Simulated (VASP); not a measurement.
# Hf (P6_3/mmc) in VASP: vibrations by perturbation theory with PBEsol

Aim: the vibrations by perturbation theory of Hf with PBEsol.

Everything below comes from runs of VASP 6.6.1. Logs are shortened: lines on timing, memory, paths and dates and some standing lists are left out, and cuts for length are marked.

### Step 1. The cell of the first run

It takes space group P6_3/mmc (No. 194, hexagonal). The conventional cell has a = 3.156 Å, b = 3.156 Å, c = 5.006 Å, α = 90.00°, β = 90.00°, γ = 120.00°. Within 4.1 Å of Hf (site symmetry -6m2) lie 12 Hf at 3.10 to 3.16 Å.

### Step 2. Vibrations by perturbation theory, PBEsol

Contents of INCAR:

```
PREC = Accurate ; ENCUT = 520
EDIFF = 1E-8 ; ISMEAR = 1
SIGMA = 0.2 ; LREAL = F
LASPH = T ; NELM = 80
ALGO = Normal ; ISIF = 2
LWAVE = F ; LCHARG = F
GGA = PS ; IBRION = 8
NSW = 1
```

Contents of KPOINTS:

```
regular mesh
0
Gamma
  12 12 8
```

Contents of POSCAR:

```
Hf
1.0
    3.1563705648      0.0000000000      0.0000000000
   -1.5781852824      2.7334970929      0.0000000000
    0.0000000000      0.0000000000      5.0064095788
Hf
2
Direct
    0.3333333333      0.6666666667      0.7500000000
    0.6666666667      0.3333333333      0.2500000000
```

Potentials or basis: VASP PAW PBE potentials, release 64 (Hf_pv).

Run with:

```
$ cat potpaw_PBE.64/Hf_pv/POTCAR > POTCAR
$ mpirun -np 1 vasp_std > vasp.out
```

OUTCAR:

```text
PREC = Accurate
   ENCUT = 520
   EDIFF = 1E-8
   ISMEAR = 1
   LREAL = F
   LASPH = T
   NELM = 80
   ISIF = 2
   GGA = PS
   IBRION = 8
   NSW = 1

 ion  position               nearest neighbor table
   1  0.333  0.667  0.750-   2 3.10   2 3.10   2 3.10   2 3.10   2 3.10   2 3.10
   2  0.667  0.333  0.250-   1 3.10   1 3.10   1 3.10   1 3.10   1 3.10   1 3.10

  LATTYP: Found a hexagonal cell.
 ALAT       =     3.1563705648
 C/A-ratio  =     1.5861285854

  Lattice vectors:

 A1 = (   3.1563705648,   0.0000000000,   0.0000000000)
 A2 = (  -1.5781852824,   2.7334970929,   0.0000000000)
 A3 = (   0.0000000000,   0.0000000000,   5.0064095788)

Analysis of symmetry for initial positions (statically):
=====================================================================
 Subroutine PRICEL returns:
 Original cell was already a primitive cell.

 Routine SETGRP: Setting up the symmetry group for a
 hexagonal supercell.

 Subroutine GETGRP returns: Found 24 space group operations
 (whereof 12 operations were pure point group operations)
 out of a pool of 24 trial point group operations.

The static configuration has the point symmetry D_3d.
 The point group associated with its full space group is D_6h.

Analysis of symmetry for dynamics (positions and initial velocities):
=====================================================================
 Subroutine PRICEL returns:
 Original cell was already a primitive cell.

 Routine SETGRP: Setting up the symmetry group for a
 hexagonal supercell.

 Subroutine GETGRP returns: Found 24 space group operations
 (whereof 12 operations were pure point group operations)
 out of a pool of 24 trial point group operations.

The dynamic configuration has the point symmetry D_3d.
 The point group associated with its full space group is D_6h.

 Subroutine INISYM returns: Found 24 space group operations
 (whereof 12 operations are pure point group operations),
 and found     1 'primitive' translations

----------------------------------------------------------------------------------------

                                     Primitive cell

  volume of cell :      43.1950

  direct lattice vectors                    reciprocal lattice vectors
     3.156370565  0.000000000  0.000000000     0.316819581  0.182915870  0.000000000
    -1.578185282  2.733497093  0.000000000     0.000000000  0.365831741  0.000000000
     0.000000000  0.000000000  5.006409579     0.000000000  0.000000000  0.199743945

  length of vectors
     3.156370565  3.156370565  5.006409579     0.365831741  0.365831741  0.199743945

  position of ions in fractional coordinates (direct lattice)
     0.333333333  0.666666667  0.750000000
     0.666666667  0.333333333  0.250000000

  ion indices of the primitive-cell ions
   primitive index   ion index
                 1           1
                 2           2

----------------------------------------------------------------------------------------

 KPOINTS: regular mesh

Automatic generation of k-mesh.
 Grid dimensions read from file:
 generate k-points for:   12   12    8

 Generating k-lattice:

  Cartesian coordinates                     Fractional coordinates (reciprocal lattice)
     0.026401632  0.015242989  0.000000000     0.083333333  0.000000000  0.000000000
     0.000000000  0.030485978  0.000000000     0.000000000  0.083333333  0.000000000
     0.000000000  0.000000000  0.024967993     0.000000000  0.000000000  0.125000000

  Length of vectors
     0.030485978  0.030485978  0.024967993

  Shift w.r.t. Gamma in fractional coordinates (k-lattice)
     0.000000000  0.000000000  0.000000000

 Subroutine IBZKPT returns following result:
 ===========================================
[... 93 lines left out ...]
  ext. energy  EPLUGINS =         0.00000000
  ---------------------------------------------------
  free energy    TOTEN  =       -21.00421216 eV

  energy without entropy =      -21.00679193  energy(sigma->0) =      -21.00507209

 E-fermi :   5.0273     XC(G=0): -11.5535

 val. band max:        4.9784524061   @ k =   0.1667   0.0000   0.1250
 cond. band min:       5.0490563664   @ k =   0.1667   0.0000   0.3750
 fundamental gap:      0.0706039603
 Fermi energy:         5.0273146709

 k-point     1 :       0.0000    0.0000    0.0000
  band No.  band energies     occupation
      1     -26.0014      2.00000
      2     -25.1626      2.00000
      3     -25.1626      2.00000
      4     -25.0243      2.00000
      5     -25.0206      2.00000
      6     -25.0206      2.00000
      7      -2.5036      2.00000
      8       1.1704      2.00000
      9       5.7818     -0.00000
     10       6.1831     -0.00000
     11       6.1831     -0.00000
     12       6.4446     -0.00000
     13       7.0359     -0.00000
     14       7.0359     -0.00000
[... 377 lines left out ...]
      1     -25.7722      2.00000
      2     -25.5983      2.00000
      3     -25.5214      2.00000
      4     -25.3067      2.00000
      5     -25.1655      2.00000
      6     -25.1040      2.00000
      7       0.3674      2.00000
      8       2.5815      2.00000
      9       3.2310      2.00000
     10       4.3306      2.00001
     11       5.7094     -0.00002
     12       6.2379     -0.00000
     13       6.3253     -0.00000
     14       9.2597      0.00000

 [... further k-points ...]
[... 5 lines left out ...]
  --------------------------------------------------------------------------------------
  -------------------------------------------------------------------------------------
  Total       -0.0570947     -0.0570947     -0.1392823      0.0000000     -0.0000000     -0.0000000
  in kB       -2.1177423     -2.1177423     -5.1662284      0.0000000     -0.0000000     -0.0000000
  external PRESSURE =      -3.1339044 kB  Pullay stress =       0.0000000 kB

 VOLUME and BASIS-vectors are now :
 -----------------------------------------------------------------------------
  energy-cutoff  :      520.00
  volume of cell :       43.19
      direct lattice vectors                 reciprocal lattice vectors
     3.156370565  0.000000000  0.000000000     0.316819581  0.182915870  0.000000000
    -1.578185282  2.733497093  0.000000000     0.000000000  0.365831741  0.000000000
     0.000000000  0.000000000  5.006409579     0.000000000  0.000000000  0.199743945

 POSITION                                       TOTAL-FORCE (eV/Angst)
 -----------------------------------------------------------------------------------
     -0.00000      1.82233      3.75481         0.000000     -0.000000      0.000000
      1.57819      0.91117      1.25160        -0.000000      0.000000      0.000000
 -----------------------------------------------------------------------------------
    total drift:                               -0.000000      0.000000     -0.000000

  FREE ENERGIE OF THE ION-ELECTRON SYSTEM (eV)
  ---------------------------------------------------
  free  energy   TOTEN  =       -21.0042121648 eV

  energy  without entropy=      -21.0067919310  energy(sigma->0) =      -21.00507209

[... ionic steps 2 to 3 ...]

--------------------------------------- Ionic step        4  -------------------------------------------

------------------------ aborting loop because EDIFF is reached ----------------------------------------

[... ionic steps 5 to 5 ...]

--------------------------------------- Ionic step        6  -------------------------------------------

 Free energy of the ion-electron system (eV)
  ---------------------------------------------------
  ---------------------------------------------------
  free energy    TOTEN  =        -0.25208761 eV

  energy without entropy =       -0.25208761

------------------------ aborting loop because EDIFF is reached ----------------------------------------

 INTERNAL STRAIN TENSOR  FOR ION    1  DIRECTION 3   (eV/Angst):
 -----------------------------------------------------------------------------
     0.04747  0.00000  0.00000
    -0.00000  0.04747  0.00000
     0.00000  0.00000 -0.09060

 INTERNAL STRAIN TENSOR FOR ION    2 for displacements in x,y,z  (eV/Angst):
          X           Y           Z          XY          YZ          ZX
  --------------------------------------------------------------------------------
  x     0.00000     0.00000     0.00000     2.97507     0.00000     0.00000
  y     2.97507    -2.97507    -0.00000     0.00000     0.00000     0.00000
  z     0.00000    -0.00000    -0.00000    -0.00000     0.00000     0.00000

 SECOND DERIVATIVES (NOT SYMMETRIZED)
 ------------------------------------
               1X          1Y          1Z          2X          2Y          2Z
  1X    -1.954822    0.000000    0.000000    1.954822   -0.000000    0.000000
  1Y     0.000000   -1.954822    0.000000    0.000000    1.954822    0.000000
  1Z    -0.000000    0.000000   -3.159964    0.000000    0.000000    3.159964
  2X     1.954822   -0.000000    0.000000   -1.954822    0.000000    0.000000
  2Y     0.000000    1.954822    0.000000    0.000000   -1.954822    0.000000
  2Z     0.000000    0.000000    3.159964   -0.000000    0.000000   -3.159964

 Eigenvectors and eigenvalues of the dynamical matrix
 ----------------------------------------------------

   1 f  =    2.941710 THz    18.483309 2PiTHz   98.124881 cm-1    12.165929 meV
             X         Y         Z           dx          dy          dz
     -0.000000  1.822331  3.754807     0.000000    0.000000    0.707107
      1.578185  0.911166  1.251602    -0.000000    0.000000   -0.707107
[... 11 lines left out ...]
   4 f  =    0.000000 THz     0.000000 2PiTHz    0.000001 cm-1     0.000000 meV
             X         Y         Z           dx          dy          dz
     -0.000000  1.822331  3.754807    -0.062863   -0.697174   -0.099980
      1.578185  0.911166  1.251602    -0.062863   -0.697174   -0.099980

   5 f/i=    0.000000 THz     0.000000 2PiTHz    0.000000 cm-1     0.000000 meV
             X         Y         Z           dx          dy          dz
     -0.000000  1.822331  3.754807     0.701155   -0.052462   -0.075034
      1.578185  0.911166  1.251602     0.701155   -0.052462   -0.075034

   6 f/i=    0.000000 THz     0.000000 2PiTHz    0.000001 cm-1     0.000000 meV
             X         Y         Z           dx          dy          dz
     -0.000000  1.822331  3.754807    -0.066562    0.105809   -0.695970
      1.578185  0.911166  1.251602    -0.066562    0.105809   -0.695970

--------------------------------------------------------------------------------------------------------

 ELASTIC MODULI CONTR FROM IONIC RELAXATION (kBar)
 Direction    XX          YY          ZZ          XY          YZ          ZX
 --------------------------------------------------------------------------------
 XX        -167.9445    167.9445      0.0000     -0.0000      0.0000      0.0000
 YY         167.9445   -167.9445     -0.0000     -0.0000      0.0000      0.0000
 ZZ           0.0000     -0.0000     -0.0000     -0.0000      0.0000      0.0000
 XY          -0.0000     -0.0000     -0.0000   -167.9445      0.0000      0.0000
 YZ           0.0000      0.0000      0.0000      0.0000      0.0000      0.0000
 ZX           0.0000      0.0000      0.0000      0.0000      0.0000      0.0000
 --------------------------------------------------------------------------------
```

Run time: 6.9 min. Hardware: 1 thread of Intel Xeon 6975P-C, shared host; peak memory 0.53 GiB.

Results:

- Highest phonon frequency at Γ: 98 cm⁻¹

Phonon frequencies in cm⁻¹ (negative: imaginary):
| q point | frequencies |
| --- | --- |
| (0.000, 0.000, 0.000) | 0 0 0 77 77 98 |

Caveat: the PAW data sets were made with another functional, which shifts forces and pressure a little; spin-orbit coupling is left out, which moves the levels of the heavy elements.
